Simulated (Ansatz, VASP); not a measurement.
# CoW3: VASP beside Ansatz

Contents of INCAR:

```
SYSTEM = CoW3
PREC = Accurate
ENCUT = 520
EDIFF = 1E-6
ISMEAR = 0
SIGMA = 0.15
LREAL = .False.
LASPH = .True.
NELM = 80
ALGO = Fast
ISIF = 2
LWAVE = .False.
LCHARG = .False.
GGA = PS
NBANDS = 34
```

KPOINTS

```
Automatic mesh
0
Gamma
  12 12 12
  0 0 0
```

File POSCAR:

```
CoW3
1.0
    4.0511572256      0.0000000000      0.0000000000
    0.0000000000      4.0511572256      0.0000000000
    0.0000000000      0.0000000000      4.0511572256
Co W
1 3
Direct
    0.0000000000      0.0000000000      0.0000000000
    0.0000000000      0.5000000000      0.5000000000
    0.5000000000      0.0000000000      0.5000000000
    0.5000000000      0.5000000000      0.0000000000
```

Input for Ansatz:

```yaml
crystal:
  lattice:
    - [4.0511572256, 0.0, 0.0]
    - [0.0, 4.0511572256, 0.0]
    - [0.0, 0.0, 4.0511572256]
  atoms:
    - { symbol: Co, position: [0.0, 0.0, 0.0] }
    - { symbol: W, position: [0.0, 0.5, 0.5] }
    - { symbol: W, position: [0.5, 0.0, 0.5] }
    - { symbol: W, position: [0.5, 0.5, 0.0] }
basis:
  ecutwfc: 420
kpoints:
  mp_grid: { grid: [12, 12, 12] }
hamiltonian:
  xc: pbesol
scf:
  occupations: { method: gaussian, width: 0.15 }
output:
  forces: true
  stress: true
  eigenvalues: true
```

Change from the starting cell: strain +0.050 along x and y, +0.050 along z, atoms carried along.

Alike in both runs: task single point; functional PBEsol; k mesh 12 × 12 × 12; occupations gaussian, width 0.15 eV; no spin polarisation.

```csv
,VASP,Ansatz
version,VASP 6.6.1,Ansatz 0.2.0
potentials or method,"VASP PAW PBE potentials, release 64 (Co, W_sv), cutoff 520 eV","scalar-relativistic, plane waves, PAW"
valence electrons in the cell,51,59
```

```tsv
	VASP	Ansatz	Ansatz less VASP
gap on the k mesh at the Fermi level (eV)	none	none	-
pressure (GPa)	-31.7	-32.1	-0.34
```

VASP's potentials were made for PBE, not for PBEsol. A gap of «none» marks a metal or a gap that the smearing closes. Both programs put the cell under strong tension, so it lies far from rest at this level. With one functional, cell and mesh, what is left measures potentials, basis and numerics. VASP's potentials hold 51 valence electrons a cell and Ansatz's 59, so a difference there can come from the potentials and not from the codes.

Neither program's run includes spin-orbit coupling. Noted on VASP's run: the cell as given lies far from equilibrium.
